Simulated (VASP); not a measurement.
ZnS, 6 atoms in the cell. Symmetry: P3_221, No. 154, trigonal system. Conventional cell: a = 5.701 Å, b = 5.701 Å, c = 3.362 Å, α = 90.00°, β = 90.00°, γ = 120.00°. Within 2.9 Å of Zn (site symmetry 2) lie 4 S at 2.19 to 2.22 Å. Within 2.9 Å of S (site symmetry 2) lie 4 Zn at 2.19 to 2.22 Å. The cell was built from a structure type or drawn by symmetry, and may not be a known phase.

| Property | Result |
| --- | --- |
| Program | VASP 6.6.1 |
| Task | single point |
| Functional | PBE |
| Potentials or basis | VASP PAW PBE potentials, release 64 (Zn, S) |
| Cutoff | 520 eV |
| k mesh | 6 × 6 × 6 |
| Occupations | gaussian, width 0.1 eV |
| Spin | no spin polarisation |
| Dipole correction | no |
| Further INCAR settings | ALGO = Normal; EDIFF = 1e-06; NBANDS = 36 |

Potentials or basis: VASP PAW PBE potentials, release 64 (Zn, S).

Launch:

```console
$ cat potpaw_PBE.64/Zn/POTCAR potpaw_PBE.64/S/POTCAR > POTCAR
$ mpirun -np 1 vasp_std > vasp.out
```

Hardware: 1 thread of AMD EPYC 9R45 96-Core Processor (Zen 5), with other jobs on the host.

Q: How long does it take, and how much memory?

A: It took 56 s on 1 thread of AMD EPYC 9R45 96-Core Processor (Zen 5) (shared host), peak memory 0.22 GiB. Counts: scf iterations 14, k points 34.
